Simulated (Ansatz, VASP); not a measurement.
**Zn in VASP and in Ansatz**

```xyz
2
Lattice="2.6187 0.0000 0.0000 -1.3094 2.2679 0.0000 0.0000 0.0000 4.8389" Properties=species:S:1:pos:R:3 pbc="T T T"
Zn    0.0000    1.5119    1.2097
Zn    1.3094    0.7560    3.6292
```

Alike in both runs: task single point; functional r2SCAN; k mesh 2 × 2 × 1; occupations fermi-dirac, width 0.1 eV; no spin polarisation.

|  | VASP | Ansatz |
| --- | --- | --- |
| version | VASP 6.6.1 | Ansatz 0.2.0 |
| potentials or method | VASP PAW PBE potentials, release 64 (Zn), cutoff 520 eV | plane waves (500 eV) with PAW, scalar-relativistic |
| valence electrons in the cell | 24 | 24 |

VASP gave:

- pressure (GPa): 6.2
- traceless stress, the component that is largest in VASP (GPa): -22.73

Question: What did Ansatz give for the same quantities?

Answer: Pressure (GPa): 5.9; traceless stress, the component that is largest in VASP (GPa): -22.76.

VASP's potentials were made for PBE, not for r2SCAN. The functional is the same, so the differences come from potentials, cutoffs and numerics.

The k mesh is coarse, so the values compare programs but aren't converged.
